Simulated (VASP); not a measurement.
Here is a VASP 6.6.1 calculation.

File INCAR:

```
  PREC = Accurate
  ENCUT = 520
  EDIFF = 1E-7
  ISMEAR = -1
  SIGMA = 0.05
  LREAL = F
  LASPH = T
  NELM = 80
  ALGO = Normal
  ISIF = 2
  LWAVE = F
  LCHARG = F
  GGA = PS
  IVDW = 12
  NBANDS = 16
```

Contents of KPOINTS:

```
Automatic mesh
0
Gamma
  10 10 8
```

The input POSCAR:

```
TiB2
1.0
    3.0292000000      0.0000000000      0.0000000000
   -1.5146000000      2.6233641531      0.0000000000
    0.0000000000      0.0000000000      3.2284000000
Ti B
1 2
Direct
    0.0000000000      0.0000000000      0.0000000000
    0.6666666667      0.3333333333      0.5000000000
    0.3333333333      0.6666666667      0.5000000000
```

Potentials or basis: VASP PAW PBE potentials, release 64 (Ti_sv, B).

Command:

```console
$ cat potpaw_PBE.64/Ti_sv/POTCAR potpaw_PBE.64/B/POTCAR > POTCAR
$ mpirun -np 1 vasp_std > vasp.out
```

Problem. Predict the band gap on the k mesh.

Solution. Zero (bands 9 and 10 overlap by 0.56 eV).

Problem. Estimate the dispersion energy per atom.

Solution. -0.369 eV.

Problem. Estimate the pressure.

Solution. -11.7 GPa.

Stress tensor (GPa, compression positive):
```
-10.95   0.00   0.00
  0.00 -10.95   0.00
  0.00   0.00 -13.30
```

Caveat: three body term missing; the cell stands under tension; the PAW data sets were made with another functional, which shifts forces and pressure a little.
